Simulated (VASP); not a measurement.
# CsPbSe3 (P6_3/mmc) in VASP: further runs

The runs below take CsPbSe3 through single point, with PBE.

Everything below comes from runs of VASP 6.6.1. Logs are shortened: lines on timing, memory, paths and dates and some standing lists are left out, and cuts for length are marked.

## Step 1: The cell of the first run

Symmetry: P6_3/mmc, No. 194, hexagonal system. The conventional cell has a = 7.046 Å, b = 7.046 Å, c = 7.515 Å, α = 90.00°, β = 90.00°, γ = 120.00°. Cs (site symmetry -6m2) has 12 Se at 3.54 to 4.11 Å and 6 Pb at 4.48 Å within 4.7 Å. Pb (site symmetry -3m) has 6 Se at 3.04 Å and 2 Pb at 3.76 Å within 4.0 Å. Within 3.8 Å of Se (site symmetry mm2) lie 2 Se at 2.90 Å and 2 Pb at 3.04 Å and 2 Cs at 3.54 Å.

## Step 2: Single point, PBE

INCAR

```
PREC     = Accurate       # precision mode
ENCUT    = 520            # plane-wave cutoff, eV
EDIFF    = 1E-6           # SCF threshold, eV
ISMEAR   = 0              # smearing method
SIGMA    = 0.1            # smearing width, eV
LREAL    = False          # projectors in reciprocal space
LASPH    = True           # aspherical terms in the spheres
NELM     = 60             # most SCF steps
ALGO     = Normal         # electronic algorithm
ISIF     = 2              # what is computed and relaxed
LWAVE    = False          # write WAVECAR
LCHARG   = False          # write CHGCAR
GGA      = PE             # functional
NBANDS   = 52             # bands
```

KPOINTS

```
regular mesh
0
Gamma
  3 3 4
```

POSCAR

```
CsPbSe3
1.0
    7.0460108457      0.0000000000      0.0000000000
   -3.5230054229      6.1020243877      0.0000000000
    0.0000000000      0.0000000000      7.5147802434
Cs Pb Se
2 2 6
Direct
    0.3333333333      0.6666666667      0.7500000000
    0.6666666667      0.3333333333      0.2500000000
    0.0000000000      0.0000000000      0.0000000000
    0.0000000000      0.0000000000      0.5000000000
    0.8038379635      0.6076759269      0.7500000000
    0.3923240731      0.1961620365      0.7500000000
    0.8038379635      0.1961620365      0.7500000000
    0.1961620365      0.3923240731      0.2500000000
    0.6076759269      0.8038379635      0.2500000000
    0.1961620365      0.8038379635      0.2500000000
```

Potentials or basis: VASP PAW PBE potentials, release 64 (Cs_sv, Pb_d, Se).

Launch:

```bash
$ cat potpaw_PBE.64/Cs_sv/POTCAR potpaw_PBE.64/Pb_d/POTCAR potpaw_PBE.64/Se/POTCAR > POTCAR
$ mpirun -np 1 vasp_std > vasp.out
```

OUTCAR:

```text
PREC = Accurate
   ENCUT = 520
   EDIFF = 1E-6
   ISMEAR = 0
   LREAL = False
   LASPH = True
   NELM = 60
   ISIF = 2
   GGA = PE

 ion  position               nearest neighbor table
   1  0.333  0.667  0.750-
   2  0.667  0.333  0.250-
   3  0.000  0.000  0.000-   7 3.04  10 3.04   9 3.04   6 3.04   5 3.04   8 3.04   4 3.76   4 3.76

   4  0.000  0.000  0.500-   7 3.04  10 3.04   9 3.04   6 3.04   5 3.04   8 3.04   3 3.76   3 3.76

   5  0.804  0.608  0.750-   3 3.04   4 3.04
   6  0.392  0.196  0.750-   3 3.04   4 3.04
   7  0.804  0.196  0.750-   3 3.04   4 3.04
   8  0.196  0.392  0.250-   3 3.04   4 3.04
   9  0.608  0.804  0.250-   3 3.04   4 3.04
  10  0.196  0.804  0.250-   3 3.04   4 3.04

  LATTYP: Found a hexagonal cell.
 ALAT       =     7.0460108457
 C/A-ratio  =     1.0665297582

  Lattice vectors:

 A1 = (   7.0460108457,   0.0000000000,   0.0000000000)
 A2 = (  -3.5230054229,   6.1020243877,   0.0000000000)
 A3 = (   0.0000000000,   0.0000000000,   7.5147802434)

Analysis of symmetry for initial positions (statically):
=====================================================================
 Subroutine PRICEL returns:
 Original cell was already a primitive cell.

 Routine SETGRP: Setting up the symmetry group for a
 hexagonal supercell.

 Subroutine GETGRP returns: Found 24 space group operations
 (whereof 12 operations were pure point group operations)
 out of a pool of 24 trial point group operations.

The static configuration has the point symmetry D_3d.
 The point group associated with its full space group is D_6h.

Analysis of symmetry for dynamics (positions and initial velocities):
=====================================================================
 Subroutine PRICEL returns:
 Original cell was already a primitive cell.

 Routine SETGRP: Setting up the symmetry group for a
 hexagonal supercell.

 Subroutine GETGRP returns: Found 24 space group operations
 (whereof 12 operations were pure point group operations)
 out of a pool of 24 trial point group operations.

The dynamic configuration has the point symmetry D_3d.
 The point group associated with its full space group is D_6h.

 Subroutine INISYM returns: Found 24 space group operations
 (whereof 12 operations are pure point group operations),
 and found     1 'primitive' translations

----------------------------------------------------------------------------------------

                                     Primitive cell

  volume of cell :     323.0975

  direct lattice vectors                    reciprocal lattice vectors
     7.046010846  0.000000000  0.000000000     0.141924278  0.081940020  0.000000000
    -3.523005423  6.102024388  0.000000000     0.000000000  0.163880040  0.000000000
     0.000000000  0.000000000  7.514780243     0.000000000  0.000000000  0.133071090

  length of vectors
     7.046010846  7.046010846  7.514780243     0.163880040  0.163880040  0.133071090

  position of ions in fractional coordinates (direct lattice)
     0.333333333  0.666666667  0.750000000
     0.666666667  0.333333333  0.250000000
     0.000000000  0.000000000  0.000000000
     0.000000000  0.000000000  0.500000000
     0.803837964  0.607675927  0.750000000
     0.392324073  0.196162036  0.750000000
     0.803837964  0.196162036  0.750000000
     0.196162036  0.392324073  0.250000000
     0.607675927  0.803837964  0.250000000
     0.196162036  0.803837964  0.250000000

  ion indices of the primitive-cell ions
   primitive index   ion index
                 1           1
                 2           2
                 3           3
                 4           4
                 5           5
                 6           6
                 7           7
                 8           8
                 9           9
                10          10

----------------------------------------------------------------------------------------

 KPOINTS: regular mesh

Automatic generation of k-mesh.
 Grid dimensions read from file:
 generate k-points for:    3    3    4

 Generating k-lattice:

  Cartesian coordinates                     Fractional coordinates (reciprocal lattice)
     0.047308093  0.027313340  0.000000000     0.333333333 -0.000000000  0.000000000
     0.000000000  0.054626680  0.000000000     0.000000000  0.333333333  0.000000000
     0.000000000  0.000000000  0.033267773     0.000000000  0.000000000  0.250000000

  Length of vectors
     0.054626680  0.054626680  0.033267773

  Shift w.r.t. Gamma in fractional coordinates (k-lattice)
     0.000000000  0.000000000  0.000000000

 Subroutine IBZKPT returns following result:
 ===========================================

 Found      9 irreducible k-points:

 Following reciprocal coordinates:
            Coordinates               Weight
  0.000000  0.000000  0.000000      1.000000
  0.333333  0.000000  0.000000      6.000000
  0.333333  0.333333  0.000000      2.000000
  0.000000  0.000000  0.250000      2.000000
  0.333333  0.000000  0.250000     12.000000
  0.333333  0.333333  0.250000      4.000000
  0.000000  0.000000  0.500000      1.000000
  0.333333  0.000000  0.500000      6.000000
  0.333333  0.333333  0.500000      2.000000
   k-points           NKPTS =      9   k-points in BZ     NKDIM =      9   number of bands    NBANDS=     52
   number of dos      NEDOS =    301   number of ions     NIONS =     10
   total plane-waves  NPLWV = 163296
   dimension x,y,z NGX =    54 NGY =   54 NGZ =   56
   dimension x,y,z NGXF=   108 NGYF=  108 NGZF=  112
   ions per type =               2   2   6
   NGX,Y,Z   is equivalent  to a cutoff of  12.74, 12.74, 12.39 a.u.
   NGXF,Y,Z  is equivalent  to a cutoff of  25.48, 25.48, 24.78 a.u.
 SYSTEM =  unknown system
   PREC   = accura    normal or accurate (medium, high low for compatibility)
   ISTART =      0    job   : 0-new  1-cont  2-samecut
   ICHARG =      2    charge: 1-file 2-atom 10-const
   ISPIN  =      1    spin polarized calculation?
   LNONCOLLINEAR =      F non collinear calculations
   LSORBIT =      F    spin-orbit coupling
   LASPH  =      T    aspherical Exc in radial PAW
   ENCUT  =  520.0 eV  38.22 Ry    6.18 a.u.  13.10 13.10 13.97*2*pi/ulx,y,z
   NELM   =     60;   NELMIN=  2; NELMDL= -5     # of ELM steps
   EDIFF  = 0.1E-05   stopping-criterion for ELM
   LREAL  =      F    real-space projection
[... 7 lines left out ...]
   TEBEG  =    0.0;   TEEND  =   0.0 temperature during run
   PSTRESS=    0.0 pullay stress
   NELECT =      82.0000    total number of electrons
   NUPDOWN=      -1.0000    fix difference up-down
   EMIN   =  10.00;   EMAX   =-10.00  energy-range for DOS
   EFERMI =   0.00;   METHOD = LEGACY
   ISMEAR =     0;   SIGMA  =   0.10  broadening in eV -4-tet -1-fermi 0-gaus
   EFERMI_NEDOS =   21; number of points for ismear=-14 and -15
   IALGO  =     38    algorithm
   IMIX   =      4    mixing-type and parameters
     AMIX     =   0.40;   BMIX     =  1.00
     AMIX_MAG =   1.60;   BMIX_MAG =  1.00
  volume/ion in A,a.u.               =      32.31       218.04
  Fermi-wavevector in a.u.,A,eV,Ry     =   1.036498  1.958696 14.617108  1.074327
  Thomas-Fermi vector in A             =   2.170891
   LORBIT       =      0    0 simple, 1 ext, 2 COOP (PROOUT), +10 PAW based schemes
   GGA     = PE    functional components
   LHFCALC =     F    Hartree Fock is set to
   AEXX    =    0.0000 exact exchange contribution
   IVDW    =     0    specifies the selected vdW correction
   LEPSILON=     F    determine dielectric tensor
   LRPA    =     F    only Hartree local field effects (RPA)
 non-spin polarized calculation
 Gauss-broadening in eV      SIGMA  =   0.10
  energy-cutoff  :      520.00
  volume of cell :      323.10
 maximum number of plane-waves:      8718
 NGX is ok and might be reduce to    54
   NGX = 27   NGY = 27   NGZ = 27

 number of electron      82.0000002 magnetization

 Free energy of the ion-electron system (eV)
  ---------------------------------------------------
  ext. energy  EPLUGINS =         0.00000000
  ---------------------------------------------------
  free energy    TOTEN  =       -33.86994045 eV

  energy without entropy =      -33.84982810  energy(sigma->0) =      -33.85988427

 E-fermi :   2.8080     XC(G=0):  -8.8180

 val. band max:        2.5961008133   @ k =   0.3333   0.3333   0.2500
 cond. band min:       2.8293339321   @ k =   0.0000   0.0000   0.0000
 fundamental gap:      0.2332331188
 Fermi energy:         2.8079928687

 k-point     1 :       0.0000    0.0000    0.0000
  band No.  band energies     occupation
      1     -18.1001      2.00000
      2     -18.0896      2.00000
      3     -13.9552      2.00000
      4     -13.9552      2.00000
      5     -13.9437      2.00000
      6     -13.8721      2.00000
[... 44 lines left out ...]
     51       6.7384      0.00000
     52       7.3246      0.00000

 k-point     2 :       0.3333    0.0000    0.0000
  band No.  band energies     occupation
      1     -18.0965      2.00000
      2     -18.0905      2.00000
      3     -13.9590      2.00000
      4     -13.9552      2.00000
      5     -13.9437      2.00000
      6     -13.8722      2.00000
[... 44 lines left out ...]
     51       7.3812      0.00000
     52       7.6847      0.00000

 k-point     3 :       0.3333    0.3333    0.0000
  band No.  band energies     occupation
      1     -18.0929      2.00000
      2     -18.0929      2.00000
      3     -13.9581      2.00000
      4     -13.9581      2.00000
      5     -13.9437      2.00000
      6     -13.8721      2.00000
[... 44 lines left out ...]
     51       7.9913      0.00000
     52       8.2996      0.00000
[... 221 lines left out ...]
 k-point     8 :       0.3333    0.0000    0.5000
  band No.  band energies     occupation
      1     -18.0933      2.00000
      2     -18.0933      2.00000
      3     -13.9139      2.00000
      4     -13.9139      2.00000
      5     -13.9118      2.00000
      6     -13.9118      2.00000
[... 44 lines left out ...]
     51       8.1393      0.00000
     52       8.1423      0.00000

 k-point     9 :       0.3333    0.3333    0.5000
  band No.  band energies     occupation
      1     -18.0927      2.00000
      2     -18.0927      2.00000
      3     -13.9150      2.00000
      4     -13.9150      2.00000
      5     -13.9118      2.00000
      6     -13.9118      2.00000
[... 44 lines left out ...]
     51       8.2648      0.00000
     52       8.2672      0.00000

------------------------ aborting loop because EDIFF is reached ----------------------------------------

  FORCE on cell =-STRESS in cart. coord.  units (eV):
  Direction    XX          YY          ZZ          XY          YZ          ZX
  --------------------------------------------------------------------------------------
  -------------------------------------------------------------------------------------
  Total        0.2115088      0.2115088      0.1049603     -0.0000000     -0.0000000      0.0000000
  in kB        1.0488308      1.0488308      0.5204777     -0.0000000     -0.0000000      0.0000000
  external PRESSURE =       0.8727131 kB  Pullay stress =       0.0000000 kB

 VOLUME and BASIS-vectors are now :
 -----------------------------------------------------------------------------
  energy-cutoff  :      520.00
  volume of cell :      323.10
      direct lattice vectors                 reciprocal lattice vectors
     7.046010846  0.000000000  0.000000000     0.141924278  0.081940020  0.000000000
    -3.523005423  6.102024388  0.000000000     0.000000000  0.163880040  0.000000000
     0.000000000  0.000000000  7.514780243     0.000000000  0.000000000  0.133071090

 POSITION                                       TOTAL-FORCE (eV/Angst)
 -----------------------------------------------------------------------------------
     -0.00000      4.06802      5.63609         0.000000     -0.000000      0.000000
      3.52301      2.03401      1.87870        -0.000000     -0.000000      0.000000
      0.00000      0.00000      0.00000         0.000000     -0.000000      0.000000
      0.00000      0.00000      3.75739         0.000000     -0.000000      0.000000
      3.52301      3.70805      5.63609        -0.000000      0.002276      0.000000
      2.07324      1.19699      5.63609        -0.001971     -0.001138      0.000000
      4.97277      1.19699      5.63609         0.001971     -0.001138      0.000000
     -0.00000      2.39397      1.87870         0.000000     -0.002276      0.000000
      1.44977      4.90504      1.87870         0.001971      0.001138      0.000000
     -1.44977      4.90504      1.87870        -0.001971      0.001138      0.000000
 -----------------------------------------------------------------------------------
    total drift:                               -0.000001      0.000000     -0.000000

  FREE ENERGIE OF THE ION-ELECTRON SYSTEM (eV)
  ---------------------------------------------------
  free  energy   TOTEN  =       -33.8699404496 eV

  energy  without entropy=      -33.8498280991  energy(sigma->0) =      -33.85988427
```

It took 6.8 min on 1 thread of Oxide Virtual Turin-like, shared host; peak memory 0.43 GiB.

Results:

```yaml
Free_energy: -33.8699 eV
Pressure: 0.1 GPa
Band_gap_on_the_k_mesh: zero (band 41 reaches 3.27 eV, above the bottom of band 42 at 2.38 eV)
```

Forces in eV/Å, atoms in the order of the input:
```
Cs   0.000  0.000  0.000
Cs   0.000  0.000  0.000
Pb   0.000  0.000  0.000
Pb   0.000  0.000  0.000
Se   0.000  0.002  0.000
Se  -0.002 -0.001  0.000
Se   0.002 -0.001  0.000
Se   0.000 -0.002  0.000
Se   0.002  0.001  0.000
Se  -0.002  0.001  0.000
```

Caveat: spin-orbit coupling is left out, which moves the levels of the heavy elements.

## Step 3: Single point, PBE

This run uses another cell than the first one, of 43.20 Å³/atom, 1.337 times its volume.

INCAR

```
SYSTEM = CsPbSe3
  PREC = Accurate
  ENCUT = 520
  EDIFF = 1E-6
  ISMEAR = 0
  SIGMA = 0.1
  LREAL = .FALSE.
  LASPH = .TRUE.
  NELM = 100
  ALGO = Normal
  ISIF = 2
  LWAVE = .FALSE.
  LCHARG = .TRUE.
  GGA = PE
  LELF = .TRUE.
  LVHAR = .TRUE.
  NBANDS = 52
```

KPOINTS

```
Automatic mesh
0
G
  3 3 4
  0 0 0
```

POSCAR

```
CsPbSe3
1.0
    8.4051000000      0.0000000000      0.0000000000
   -4.2025500000      7.2790301200      0.0000000000
    0.0000000000      0.0000000000      7.0602840000
Cs Pb Se
2 2 6
Direct
    0.3333333300      0.6666666700      0.7500000000
    0.6666666700      0.3333333300      0.2500000000
    0.0000000000      0.0000000000      0.0000000000
    0.0000000000      0.0000000000      0.5000000000
    0.8333333300      0.6666666700      0.7500000000
    0.3333333300      0.1666666700      0.7500000000
    0.8333333300      0.1666666700      0.7500000000
    0.1666666700      0.3333333300      0.2500000000
    0.6666666700      0.8333333300      0.2500000000
    0.1666666700      0.8333333300      0.2500000000
```

Potentials or basis: VASP PAW PBE potentials, release 64 (Cs_sv, Pb_d, Se).

Launch:

```bash
$ cat potpaw_PBE.64/Cs_sv/POTCAR potpaw_PBE.64/Pb_d/POTCAR potpaw_PBE.64/Se/POTCAR > POTCAR
$ mpirun -np 1 vasp_std > vasp.out
```

Wall time 8.5 min (1 thread of Oxide Virtual Turin-like, shared host); peak memory 0.58 GiB.

The run converged. Its results:

| Property | Result |
| --- | --- |
| Free energy | -31.7441 eV |
| Pressure | -2.9 GPa |
| Largest force | 0.717 eV/Å |
| Band gap on the k mesh | zero (band 41 reaches 0.28 eV, above the bottom of band 42 at 0.17 eV) |

Forces on the atoms (eV/Å):
```
Cs   0.000  0.000  0.000
Cs   0.000  0.000  0.000
Pb   0.000  0.000  0.000
Pb   0.000  0.000  0.000
Se   0.000  0.717  0.000
Se  -0.621 -0.359  0.000
Se   0.621 -0.359  0.000
Se   0.000 -0.717  0.000
Se   0.621  0.359  0.000
Se  -0.621  0.359  0.000
```

Stress tensor (GPa, compression positive):
```
-3.58  0.00  0.00
 0.00 -3.58  0.00
 0.00  0.00 -1.52
```

Levels at points of the mesh, in eV from the Fermi level:
| k point | band 40 | band 41 | band 42 | band 43 | band 44 | band 45 |
| --- | --- | --- | --- | --- | --- | --- |
| (0.00, 0.00, 0.00) | -0.10 | 0.03 | 0.03 | 0.21 | 0.33 | 2.87 |
| (0.00, 0.00, 0.50) | -0.16 | 0.05 | 0.05 | 0.21 | 0.21 | 3.52 |

Caveat: spin-orbit coupling is left out, which moves the levels of the heavy elements.

(Continued in part 2 of 2.)
